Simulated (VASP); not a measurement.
# CaF2 (Fm-3m) in VASP: a series of runs

The runs below take CaF2 through single point, with BLYP, PBE, LDA, r2SCAN.

Program: VASP 6.6.1. These are calculated values, not measurements. Logs are shortened: lines on timing, memory, paths and dates and some standing lists are left out, and cuts for length are marked.

### 1 The cell of the first run

The structure is cubic, space group Fm-3m (No. 225). The conventional cell has a = 5.462 Å, b = 5.462 Å, c = 5.462 Å, α = 90.00°, β = 90.00°, γ = 90.00°. Ca (site symmetry m-3m) has 8 F at 2.37 Å within 3.1 Å. Within 3.1 Å of F (site symmetry -43m) lie 4 Ca at 2.37 Å and 6 F at 2.73 Å.

### 2 Single point, BLYP

INCAR

```
SYSTEM = CaF2
PREC = Accurate
ENCUT = 600
EDIFF = 1E-6
ISMEAR = 0
SIGMA = 0.01
LREAL = .False.
LASPH = .True.
NELM = 120
ALGO = Normal
ISIF = 2
LWAVE = .False.
LCHARG = .True.
GGA = B5
ALDAX = 1.0
AGGAX = 1.0
AGGAC = 1.0
ALDAC = 0.0
LELF = .True.
LVHAR = .True.
NBANDS = 19
GGA_COMPAT = .False.
```

KPOINTS

```
regular mesh
0
Gamma
  6 6 6
  0 0 0
```

POSCAR

```
CaF2
1.0
    0.0000000000      2.7310000000      2.7310000000
    2.7310000000      0.0000000000      2.7310000000
    2.7310000000      2.7310000000      0.0000000000
Ca F
1 2
Direct
    0.0000000000      0.0000000000      0.0000000000
    0.2500000000      0.2500000000      0.2500000000
    0.7500000000      0.7500000000      0.7500000000
```

Potentials or basis: VASP PAW PBE potentials, release 64 (Ca_sv, F).

On the command line:

```console
$ cat potpaw_PBE.64/Ca_sv/POTCAR potpaw_PBE.64/F/POTCAR > POTCAR
$ mpirun -np 1 vasp_std > vasp.out
```

OUTCAR:

```text
SYSTEM = CaF2
   PREC = Accurate
   ENCUT = 600
   EDIFF = 1E-6
   ISMEAR = 0
   LREAL = .False.
   LASPH = .True.
   NELM = 120
   ISIF = 2
   GGA = B5

 ion  position               nearest neighbor table
   1  0.000  0.000  0.000-   3 2.37   3 2.37   3 2.37   2 2.37   3 2.37   2 2.37   2 2.37   2 2.37

   2  0.250  0.250  0.250-   1 2.37   1 2.37   1 2.37   1 2.37
   3  0.750  0.750  0.750-   1 2.37   1 2.37   1 2.37   1 2.37

  LATTYP: Found a face centered cubic cell.
 ALAT       =     5.4620000000

  Lattice vectors:

 A1 = (   0.0000000000,   2.7310000000,   2.7310000000)
 A2 = (   2.7310000000,   0.0000000000,   2.7310000000)
 A3 = (   2.7310000000,   2.7310000000,   0.0000000000)

Analysis of symmetry for initial positions (statically):
=====================================================================
 Subroutine PRICEL returns:
 Original cell was already a primitive cell.

 Routine SETGRP: Setting up the symmetry group for a
 face centered cubic supercell.

 Subroutine GETGRP returns: Found 48 space group operations
 (whereof 48 operations were pure point group operations)
 out of a pool of 48 trial point group operations.

The static configuration has the point symmetry O_h .

Analysis of symmetry for dynamics (positions and initial velocities):
=====================================================================
 Subroutine PRICEL returns:
 Original cell was already a primitive cell.

 Routine SETGRP: Setting up the symmetry group for a
 face centered cubic supercell.

 Subroutine GETGRP returns: Found 48 space group operations
 (whereof 48 operations were pure point group operations)
 out of a pool of 48 trial point group operations.

The dynamic configuration has the point symmetry O_h .

 Subroutine INISYM returns: Found 48 space group operations
 (whereof 48 operations are pure point group operations),
 and found     1 'primitive' translations

----------------------------------------------------------------------------------------

                                     Primitive cell

  volume of cell :      40.7376

  direct lattice vectors                    reciprocal lattice vectors
     0.000000000  2.731000000  2.731000000    -0.183083120  0.183083120  0.183083120
     2.731000000  0.000000000  2.731000000     0.183083120 -0.183083120  0.183083120
     2.731000000  2.731000000  0.000000000     0.183083120  0.183083120 -0.183083120

  length of vectors
     3.862217239  3.862217239  3.862217239     0.317109265  0.317109265  0.317109265

  position of ions in fractional coordinates (direct lattice)
     0.000000000  0.000000000  0.000000000
     0.250000000  0.250000000  0.250000000
     0.750000000  0.750000000  0.750000000

  ion indices of the primitive-cell ions
   primitive index   ion index
                 1           1
                 2           2
                 3           3

----------------------------------------------------------------------------------------

 KPOINTS: regular mesh

Automatic generation of k-mesh.
 Grid dimensions read from file:
 generate k-points for:    6    6    6

 Generating k-lattice:

  Cartesian coordinates                     Fractional coordinates (reciprocal lattice)
    -0.030513853  0.030513853  0.030513853     0.166666667  0.000000000  0.000000000
     0.030513853 -0.030513853  0.030513853     0.000000000  0.166666667  0.000000000
     0.030513853  0.030513853 -0.030513853     0.000000000  0.000000000  0.166666667

  Length of vectors
     0.052851544  0.052851544  0.052851544

  Shift w.r.t. Gamma in fractional coordinates (k-lattice)
     0.000000000  0.000000000  0.000000000

 Subroutine IBZKPT returns following result:
 ===========================================

 Found     16 irreducible k-points:

 Following reciprocal coordinates:
            Coordinates               Weight
  0.000000  0.000000  0.000000      1.000000
  0.166667  0.000000  0.000000      8.000000
  0.333333  0.000000  0.000000      8.000000
  0.500000  0.000000  0.000000      4.000000
  0.166667  0.166667  0.000000      6.000000
  0.333333  0.166667  0.000000     24.000000
[... 8 lines left out ...]
 -0.333333  0.333333  0.166667     24.000000
 -0.333333  0.500000  0.166667     12.000000
   k-points           NKPTS =     16   k-points in BZ     NKDIM =     16   number of bands    NBANDS=     19
   number of dos      NEDOS =    301   number of ions     NIONS =      3
   total plane-waves  NPLWV =  32768
   dimension x,y,z NGX =    32 NGY =   32 NGZ =   32
   dimension x,y,z NGXF=    64 NGYF=   64 NGZF=   64
   ions per type =               1   2
   NGX,Y,Z   is equivalent  to a cutoff of  13.77, 13.77, 13.77 a.u.
   NGXF,Y,Z  is equivalent  to a cutoff of  27.55, 27.55, 27.55 a.u.
 SYSTEM =  CaF2
   PREC   = accura    normal or accurate (medium, high low for compatibility)
   ISTART =      0    job   : 0-new  1-cont  2-samecut
   ICHARG =      2    charge: 1-file 2-atom 10-const
   ISPIN  =      1    spin polarized calculation?
   LNONCOLLINEAR =      F non collinear calculations
   LSORBIT =      F    spin-orbit coupling
   LASPH  =      T    aspherical Exc in radial PAW
   ENCUT  =  600.0 eV  44.10 Ry    6.64 a.u.   7.71  7.71  7.71*2*pi/ulx,y,z
   NELM   =    120;   NELMIN=  2; NELMDL= -5     # of ELM steps
   EDIFF  = 0.1E-05   stopping-criterion for ELM
   LREAL  =      F    real-space projection
   EDIFFG = 0.1E-04   stopping-criterion for IOM
   NSW    =      0    number of steps for IOM
   IBRION =     -1    ionic relax: 0-MD 1-quasi-New 2-CG
   NFREE  =      0    steps in history (QN), initial steepest desc. (CG)
   ISIF   =      2    stress and relaxation
   ISYM   =      2    0-nonsym 1-usesym 2-fastsym
   POTIM  = 0.5000    time-step for ionic-motion
   TEBEG  =    0.0;   TEEND  =   0.0 temperature during run
   PSTRESS=    0.0 pullay stress
   NELECT =      24.0000    total number of electrons
   NUPDOWN=      -1.0000    fix difference up-down
   EMIN   =  10.00;   EMAX   =-10.00  energy-range for DOS
   EFERMI =   0.00;   METHOD = LEGACY
   ISMEAR =     0;   SIGMA  =   0.01  broadening in eV -4-tet -1-fermi 0-gaus
   EFERMI_NEDOS =   21; number of points for ismear=-14 and -15
   IALGO  =     38    algorithm
   IMIX   =      4    mixing-type and parameters
     AMIX     =   0.40;   BMIX     =  1.00
     AMIX_MAG =   1.60;   BMIX_MAG =  1.00
  volume/ion in A,a.u.               =      13.58        91.64
  Fermi-wavevector in a.u.,A,eV,Ry     =   1.372398  2.593457 25.626266  1.883477
  Thomas-Fermi vector in A             =   2.498009
   LORBIT       =      0    0 simple, 1 ext, 2 COOP (PROOUT), +10 PAW based schemes
   GGA     = B5    functional components
   LHFCALC =     F    Hartree Fock is set to
   AEXX    =    0.0000 exact exchange contribution
   IVDW    =     0    specifies the selected vdW correction
   LEPSILON=     F    determine dielectric tensor
   LRPA    =     F    only Hartree local field effects (RPA)
 non-spin polarized calculation
 Gauss-broadening in eV      SIGMA  =   0.01
  energy-cutoff  :      600.00
  volume of cell :       40.74
 maximum number of plane-waves:      1380
   NGX = 15   NGY = 15   NGZ = 15

 number of electron      23.9999989 magnetization

 Free energy of the ion-electron system (eV)
  ---------------------------------------------------
  ext. energy  EPLUGINS =         0.00000000
  ---------------------------------------------------
  free energy    TOTEN  =       -16.98473970 eV

  energy without entropy =      -16.98473970  energy(sigma->0) =      -16.98473970

 E-fermi :  -0.6980     XC(G=0):  -9.4007

 val. band max:       -0.8038957645   @ k =   0.5000   0.5000   0.0000
 cond. band min:       6.5947115265   @ k =   0.0000   0.0000   0.0000
 fundamental gap:      7.3986072910
 Fermi energy:        -0.6980356818

 k-point     1 :       0.0000    0.0000    0.0000
  band No.  band energies     occupation
      1     -36.6748      2.00000
      2     -20.6045      2.00000
      3     -19.8284      2.00000
      4     -17.7121      2.00000
      5     -17.7121      2.00000
      6     -17.7121      2.00000
[... 11 lines left out ...]
     18      10.4099      0.00000
     19      16.1869      0.00000

 k-point     2 :       0.1667    0.0000    0.0000
  band No.  band energies     occupation
      1     -36.6663      2.00000
      2     -20.6712      2.00000
      3     -19.9014      2.00000
      4     -17.7226      2.00000
      5     -17.7226      2.00000
      6     -17.5898      2.00000
[... 11 lines left out ...]
     18      10.3425      0.00000
     19      15.0729      0.00000

 k-point     3 :       0.3333    0.0000    0.0000
  band No.  band energies     occupation
      1     -36.6493      2.00000
      2     -20.7424      2.00000
      3     -20.1135      2.00000
      4     -17.7435      2.00000
      5     -17.7435      2.00000
      6     -17.3336      2.00000
[... 11 lines left out ...]
     18      10.2081      0.00000
     19      13.4958      0.00000

 k-point     4 :       0.5000    0.0000    0.0000
  band No.  band energies     occupation
      1     -36.6408      2.00000
      2     -20.7403      2.00000
      3     -20.2562      2.00000
      4     -17.7538      2.00000
      5     -17.7538      2.00000
      6     -17.2029      2.00000
[... 11 lines left out ...]
     18      10.1414      0.00000
     19      12.9433      0.00000

 k-point     5 :       0.1667    0.1667    0.0000
  band No.  band energies     occupation
      1     -36.6635      2.00000
      2     -20.7032      2.00000
      3     -19.9072      2.00000
      4     -17.7383      2.00000
      5     -17.7383      2.00000
      6     -17.5330      2.00000
[... 11 lines left out ...]
     18      10.3021      0.00000
     19      15.7288      0.00000

 k-point     6 :       0.3333    0.1667    0.0000
  band No.  band energies     occupation
      1     -36.6494      2.00000
      2     -20.7718      2.00000
      3     -20.0720      2.00000
      4     -17.7617      2.00000
      5     -17.7085      2.00000
      6     -17.3623      2.00000
[... 11 lines left out ...]
     18      10.3613      0.00000
     19      14.4804      0.00000

 k-point     7 :       0.5000    0.1667    0.0000
  band No.  band energies     occupation
      1     -36.6380      2.00000
      2     -20.7230      2.00000
      3     -20.3294      2.00000
      4     -17.7696      2.00000
      5     -17.6371      2.00000
      6     -17.2569      2.00000
[... 11 lines left out ...]
     18      11.1551      0.00000
     19      13.3327      0.00000

 k-point     8 :      -0.3333    0.1667    0.0000
  band No.  band energies     occupation
      1     -36.6409      2.00000
      2     -20.7112      2.00000
      3     -20.3022      2.00000
      4     -17.7541      2.00000
      5     -17.6192      2.00000
      6     -17.3198      2.00000
[... 11 lines left out ...]
     18      10.9621      0.00000
     19      13.6264      0.00000

 k-point     9 :      -0.1667    0.1667    0.0000
  band No.  band energies     occupation
      1     -36.6550      2.00000
      2     -20.7267      2.00000
      3     -20.0387      2.00000
      4     -17.7306      2.00000
      5     -17.6851      2.00000
      6     -17.4736      2.00000
[... 11 lines left out ...]
     18      10.3695      0.00000
     19      14.6241      0.00000

 k-point    10 :       0.3333    0.3333    0.0000
  band No.  band energies     occupation
      1     -36.6409      2.00000
      2     -20.8740      2.00000
      3     -20.0593      2.00000
      4     -17.7904      2.00000
      5     -17.7904      2.00000
      6     -17.1927      2.00000
[... 11 lines left out ...]
     18      10.1233      0.00000
     19      15.7469      0.00000

 k-point    11 :       0.5000    0.3333    0.0000
  band No.  band energies     occupation
      1     -36.6324      2.00000
      2     -20.8527      2.00000
      3     -20.2415      2.00000
      4     -17.8008      2.00000
      5     -17.6972      2.00000
      6     -17.1417      2.00000
[... 11 lines left out ...]
     18      11.9722      0.00000
     19      14.6200      0.00000

 k-point    12 :      -0.3333    0.3333    0.0000
  band No.  band energies     occupation
      1     -36.6324      2.00000
      2     -20.6298      2.00000
      3     -20.5235      2.00000
      4     -17.7827      2.00000
      5     -17.4890      2.00000
      6     -17.3084      2.00000
[... 11 lines left out ...]
     18      12.6175      0.00000
     19      14.4590      0.00000

 k-point    13 :       0.5000    0.5000    0.0000
  band No.  band energies     occupation
      1     -36.6296      2.00000
      2     -20.9493      2.00000
      3     -20.1330      2.00000
      4     -17.8163      2.00000
      5     -17.8163      2.00000
      6     -17.0278      2.00000
[... 11 lines left out ...]
     18      12.5582      0.00000
     19      14.0879      0.00000

 k-point    14 :       0.5000    0.3333    0.1667
  band No.  band energies     occupation
      1     -36.6381      2.00000
      2     -20.7659      2.00000
      3     -20.2758      2.00000
      4     -17.7821      2.00000
      5     -17.6028      2.00000
      6     -17.2892      2.00000
[... 11 lines left out ...]
     18      11.2205      0.00000
     19      14.5487      0.00000

 k-point    15 :      -0.3333    0.3333    0.1667
  band No.  band energies     occupation
      1     -36.6324      2.00000
      2     -20.6340      2.00000
      3     -20.5189      2.00000
      4     -17.7965      2.00000
      5     -17.4550      2.00000
      6     -17.3292      2.00000
[... 11 lines left out ...]
     18      12.5441      0.00000
     19      13.8031      0.00000

 k-point    16 :      -0.3333    0.5000    0.1667
  band No.  band energies     occupation
      1     -36.6296      2.00000
      2     -20.7819      2.00000
      3     -20.3845      2.00000
      4     -17.8181      2.00000
      5     -17.5706      2.00000
      6     -17.1871      2.00000
[... 11 lines left out ...]
     18      13.8280      0.00000
     19      13.8308      0.00000

------------------------ aborting loop because EDIFF is reached ----------------------------------------

  FORCE on cell =-STRESS in cart. coord.  units (eV):
  Direction    XX          YY          ZZ          XY          YZ          ZX
  --------------------------------------------------------------------------------------
  -------------------------------------------------------------------------------------
  Total        1.0892888      1.0892888      1.0892888      0.0000000     -0.0000000      0.0000000
  in kB       42.8408952     42.8408952     42.8408952      0.0000000     -0.0000000      0.0000000
  external PRESSURE =      42.8408952 kB  Pullay stress =       0.0000000 kB

 VOLUME and BASIS-vectors are now :
 -----------------------------------------------------------------------------
  energy-cutoff  :      600.00
  volume of cell :       40.74
      direct lattice vectors                 reciprocal lattice vectors
     0.000000000  2.731000000  2.731000000    -0.183083120  0.183083120  0.183083120
     2.731000000  0.000000000  2.731000000     0.183083120 -0.183083120  0.183083120
     2.731000000  2.731000000  0.000000000     0.183083120  0.183083120 -0.183083120

 POSITION                                       TOTAL-FORCE (eV/Angst)
 -----------------------------------------------------------------------------------
      0.00000      0.00000      0.00000        -0.000000      0.000000      0.000000
      1.36550      1.36550      1.36550        -0.000000     -0.000000     -0.000000
      4.09650      4.09650      4.09650         0.000000      0.000000      0.000000
 -----------------------------------------------------------------------------------
    total drift:                                0.000000     -0.000000      0.000000

  FREE ENERGIE OF THE ION-ELECTRON SYSTEM (eV)
  ---------------------------------------------------
  free  energy   TOTEN  =       -16.9847397009 eV

  energy  without entropy=      -16.9847397009  energy(sigma->0) =      -16.98473970
```

It took 20 s on 1 thread of Intel Xeon Platinum 8559C (Emerald Rapids), shared host; peak memory 0.17 GiB.

Results:

* Free energy: -16.9847 eV
* Pressure: 4.3 GPa
* Band gap on the k mesh: 7.40 eV (least direct gap 7.65 eV)

Caveat: the cell stands under pressure; the PAW data sets were made with another functional, which shifts forces and pressure a little. A k mesh can miss the band edges.

### 3 Single point, PBE

INCAR

```
  PREC = Accurate
  ENCUT = 600
  EDIFF = 1E-6
  ISMEAR = 0
  SIGMA = 0.01
  LREAL = False
  LASPH = True
  NELM = 120
  ALGO = Normal
  ISIF = 2
  LWAVE = False
  LCHARG = False
  GGA = PE
  NBANDS = 19
  GGA_COMPAT = False
```

KPOINTS

```
regular mesh
0
Gamma
  6 6 6
```

POSCAR is that of step 2.

Potentials or basis: VASP PAW PBE potentials, release 64 (Ca_sv, F).

On the command line:

```console
$ cat potpaw_PBE.64/Ca_sv/POTCAR potpaw_PBE.64/F/POTCAR > POTCAR
$ mpirun -np 1 vasp_std > vasp.out
```

It took 9 s on 1 thread of Intel Xeon Platinum 8559C (Emerald Rapids), shared host; peak memory 0.17 GiB.

The run converged. Its results:

```
Free energy            : -17.3336 eV
Pressure               : 2.4 GPa
Band gap on the k mesh : 7.28 eV (least direct gap 7.54 eV)
```

Levels at points of the mesh, in eV from the valence-band top:
| k point | band 8 | band 9 | band 10 | band 11 | band 12 | band 13 | band 14 | band 15 | band 16 | band 17 |
| --- | --- | --- | --- | --- | --- | --- | --- | --- | --- | --- |
| (0.00, 0.00, 0.00) | -2.11 | -2.11 | -0.26 | -0.26 | -0.26 | 7.28 | 9.17 | 9.17 | 11.23 | 11.23 |
| (0.50, 0.00, 0.00) | -1.51 | -1.29 | -1.24 | -0.83 | -0.83 | 9.38 | 9.38 | 9.75 | 10.73 | 10.96 |
| (0.50, 0.50, 0.00) | -1.65 | -1.65 | -0.36 | -0.36 | 0.00 | 8.12 | 9.52 | 10.08 | 10.87 | 10.87 |

[end of part 1 of 2]
